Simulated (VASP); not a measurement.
# NaLiICl (P4/mmm) in VASP: a series of runs, part 2 of 2

VASP 6.6.1. The steps go on from the part before.

## 4. Single point, LDA (strain +0.000 along x and y, -0.080 along z)

The input, INCAR:

```
PREC = Accurate ; ENCUT = 520
EDIFF = 1E-6 ; ISMEAR = 0
SIGMA = 0.05 ; LREAL = False
LASPH = True ; NELM = 100
ALGO = Normal ; ISIF = 2
LWAVE = False ; LCHARG = False
GGA = CA ; NBANDS = 20
```

The input, KPOINTS:

```
Automatic mesh
0
Gamma
  6 6 4
```

The input, POSCAR:

```
NaLiICl
1.0
    4.0916360000      0.0000000000      0.0000000000
    0.0000000000      4.0916360000      0.0000000000
    0.0000000000      0.0000000000      5.7181164800
Na Li I Cl
1 1 1 1
Direct
    0.5000000000      0.5000000000      0.5000000000
    0.0000000000      0.0000000000      0.0000000000
    0.5000000000      0.5000000000      0.0000000000
    0.0000000000      0.0000000000      0.5000000000
```

Potentials or basis: VASP PAW LDA potentials, release 64 (Na_pv, Li_sv, I, Cl).

Started as:

```console
$ cat potpaw_LDA.64/Na_pv/POTCAR potpaw_LDA.64/Li_sv/POTCAR potpaw_LDA.64/I/POTCAR potpaw_LDA.64/Cl/POTCAR > POTCAR
$ mpirun -np 1 vasp_std > vasp.out
```

OUTCAR:

```text
PREC = Accurate
   ENCUT = 520
   EDIFF = 1E-6
   ISMEAR = 0
   LREAL = False
   LASPH = True
   NELM = 100
   ISIF = 2
   GGA = CA

 ion  position               nearest neighbor table
   1  0.500  0.500  0.500-   3 2.86   3 2.86
   2  0.000  0.000  0.000-   3 2.89   3 2.89   3 2.89   3 2.89
   3  0.500  0.500  0.000-   1 2.86   1 2.86   2 2.89   2 2.89   2 2.89   2 2.89
   4  0.000  0.000  0.500-

  LATTYP: Found a simple tetragonal cell.
 ALAT       =     4.0916360000
 C/A-ratio  =     1.3975134836

  Lattice vectors:

 A1 = (   4.0916360000,   0.0000000000,   0.0000000000)
 A2 = (   0.0000000000,   4.0916360000,   0.0000000000)
 A3 = (   0.0000000000,   0.0000000000,   5.7181164800)

Analysis of symmetry for initial positions (statically):
=====================================================================
 Subroutine PRICEL returns:
 Original cell was already a primitive cell.

 Routine SETGRP: Setting up the symmetry group for a
 simple tetragonal supercell.

 Subroutine GETGRP returns: Found 16 space group operations
 (whereof 16 operations were pure point group operations)
 out of a pool of 16 trial point group operations.

The static configuration has the point symmetry D_4h.

Analysis of symmetry for dynamics (positions and initial velocities):
=====================================================================
 Subroutine PRICEL returns:
 Original cell was already a primitive cell.

 Routine SETGRP: Setting up the symmetry group for a
 simple tetragonal supercell.

 Subroutine GETGRP returns: Found 16 space group operations
 (whereof 16 operations were pure point group operations)
 out of a pool of 16 trial point group operations.

The dynamic configuration has the point symmetry D_4h.

[... 102 lines left out ...]
   EDIFF  = 0.1E-05   stopping-criterion for ELM
   LREAL  =      F    real-space projection
[... 7 lines left out ...]
   TEBEG  =    0.0;   TEEND  =   0.0 temperature during run
   PSTRESS=    0.0 pullay stress
   NELECT =      24.0000    total number of electrons
   NUPDOWN=      -1.0000    fix difference up-down
   EMIN   =  10.00;   EMAX   =-10.00  energy-range for DOS
   EFERMI =   0.00;   METHOD = LEGACY
   ISMEAR =     0;   SIGMA  =   0.05  broadening in eV -4-tet -1-fermi 0-gaus
   EFERMI_NEDOS =   21; number of points for ismear=-14 and -15
   IALGO  =     38    algorithm
   IMIX   =      4    mixing-type and parameters
     AMIX     =   0.40;   BMIX     =  1.00
     AMIX_MAG =   1.60;   BMIX_MAG =  1.00
  volume/ion in A,a.u.               =      23.93       161.50
  Fermi-wavevector in a.u.,A,eV,Ry     =   1.032277  1.950721 14.498311  1.065596
  Thomas-Fermi vector in A             =   2.166467
   LORBIT       =      0    0 simple, 1 ext, 2 COOP (PROOUT), +10 PAW based schemes
   GGA     = CA    functional components
   LHFCALC =     F    Hartree Fock is set to
   AEXX    =    0.0000 exact exchange contribution
   IVDW    =     0    specifies the selected vdW correction
   LEPSILON=     F    determine dielectric tensor
   LRPA    =     F    only Hartree local field effects (RPA)
 non-spin polarized calculation
 Gauss-broadening in eV      SIGMA  =   0.05
  energy-cutoff  :      520.00
  volume of cell :       95.73
 maximum number of plane-waves:      2600
   NGX = 15   NGY = 15   NGZ = 21

 number of electron      24.0000007 magnetization

 Free energy of the ion-electron system (eV)
  ---------------------------------------------------
  ext. energy  EPLUGINS =         0.00000000
  ---------------------------------------------------
  free energy    TOTEN  =       -13.68759231 eV

  energy without entropy =      -13.68759231  energy(sigma->0) =      -13.68759231

 E-fermi :   1.3758     XC(G=0):  -8.7140

 val. band max:        1.1614494680   @ k =   0.5000   0.0000   0.5000
 cond. band min:       5.4103363427   @ k =   0.0000   0.0000   0.0000
 fundamental gap:      4.2488868747
 Fermi energy:         1.3757920772

 k-point     1 :       0.0000    0.0000    0.0000
  band No.  band energies     occupation
      1     -42.7913      2.00000
      2     -20.6409      2.00000
      3     -20.5781      2.00000
      4     -20.5781      2.00000
      5     -11.9337      2.00000
      6     -10.1587      2.00000
[... 541 lines left out ...]
     19      11.0608      0.00000
     20      11.5508      0.00000

 [... further k-points ...]
[... 5 lines left out ...]
  --------------------------------------------------------------------------------------
  -------------------------------------------------------------------------------------
  Total       -1.0371046     -1.0371046      0.7030925      0.0000000      0.0000000     -0.0000000
  in kB      -17.3574590    -17.3574590     11.7672791      0.0000000      0.0000000     -0.0000000
  external PRESSURE =      -7.6492130 kB  Pullay stress =       0.0000000 kB

 VOLUME and BASIS-vectors are now :
 -----------------------------------------------------------------------------
  energy-cutoff  :      520.00
  volume of cell :       95.73
      direct lattice vectors                 reciprocal lattice vectors
     4.091636000  0.000000000  0.000000000     0.244401017  0.000000000  0.000000000
     0.000000000  4.091636000  0.000000000     0.000000000  0.244401017  0.000000000
     0.000000000  0.000000000  5.718116480     0.000000000  0.000000000  0.174882761

 POSITION                                       TOTAL-FORCE (eV/Angst)
 -----------------------------------------------------------------------------------
      2.04582      2.04582      2.85906         0.000000      0.000000      0.000000
      0.00000      0.00000      0.00000         0.000000      0.000000      0.000000
      2.04582      2.04582      0.00000         0.000000      0.000000      0.000000
      0.00000      0.00000      2.85906         0.000000      0.000000      0.000000
 -----------------------------------------------------------------------------------
    total drift:                                0.000000      0.000000      0.000000

  FREE ENERGIE OF THE ION-ELECTRON SYSTEM (eV)
  ---------------------------------------------------
  free  energy   TOTEN  =       -13.6875923112 eV

  energy  without entropy=      -13.6875923112  energy(sigma->0) =      -13.68759231
```

stdout:

```text
POSCAR found type information on POSCAR NaLiI Cl
 POSCAR found :  4 types and       4 ions
 scaLAPACK will be used
 LDA part: xc-table for (Slater(with rela. corr.)+CA(PZ))
 , standard interpolation
 POSCAR, INCAR and KPOINTS ok, starting setup
 FFT: planning ... GRIDC
 FFT: planning ... GRID_SOFT
 FFT: planning ... GRID
 WAVECAR not read
 entering main loop
```

Wall time 17 s (1 thread of Intel Xeon 6975P-C (Granite Rapids), shared host); peak memory 0.2 GiB.

Results:

```yaml
Free_energy: -13.6876 eV
Band_gap_on_the_k_mesh: 4.25 eV, indirect (least direct gap 4.42 eV)
```

Levels at points of the mesh, in eV from the valence-band top:
```
           k point  band 8  band 9  band 10  band 11  band 12  band 13  band 14  band 15  band 16  band 17
(0.00, 0.00, 0.00)   -1.32   -1.32    -0.27    -0.17    -0.17     4.25     5.35     5.98     9.16     9.16
(0.50, 0.00, 0.00)   -2.14   -1.75    -1.20    -1.05    -0.01     5.82     6.95     7.05     7.33     7.46
(0.50, 0.50, 0.00)   -2.78   -1.53    -1.24    -1.24    -0.81     4.76     6.05     6.11     6.11     9.84
(0.00, 0.00, 0.50)   -1.71   -1.10    -1.10    -0.48    -0.48     5.95     6.56     6.58     7.66     7.69
(0.50, 0.00, 0.50)   -2.80   -1.04    -0.73    -0.47     0.00     4.78     5.36     6.65     8.20     8.41
(0.50, 0.50, 0.50)   -2.30   -1.94    -1.94    -1.56    -1.16     5.91     7.36     7.48     7.48     8.22
```

Caveat: the cell differs from its parent crystal (strain +0.000 along x and y, -0.080 along z); the cutoff is under 1.25 times the usual one of these potentials, so pressure, stress and relaxed cells hold a basis-set (Pulay) error; spin-orbit coupling is left out, which moves the levels of the heavy elements.

## 5. Summary

| cell | gap on the mesh (eV) |
| --- | --- |
| a = 3.764, b = 3.764, c = 6.464 Å, 4 atoms | 3.85 |
| a = 3.764, b = 3.764, c = 6.713 Å, 4 atoms | 3.68 |
| a = 4.092, b = 4.092, c = 5.718 Å, 4 atoms | 4.25 |

Alike in all rows: task single point; level LDA; potentials or basis VASP PAW LDA potentials, release 64 (Na_pv, Li_sv, I, Cl); no spin polarisation; k mesh 6 × 6 × 4; cutoff (eV) 520; smearing gaussian 0.05 eV.

Caveats: the cutoff is under 1.25 times the usual one of these potentials, so pressure, stress and relaxed cells hold a basis-set (Pulay) error; spin-orbit coupling is left out, which moves the levels of the heavy elements.

Absolute energies hang on the potentials; compare differences alone.
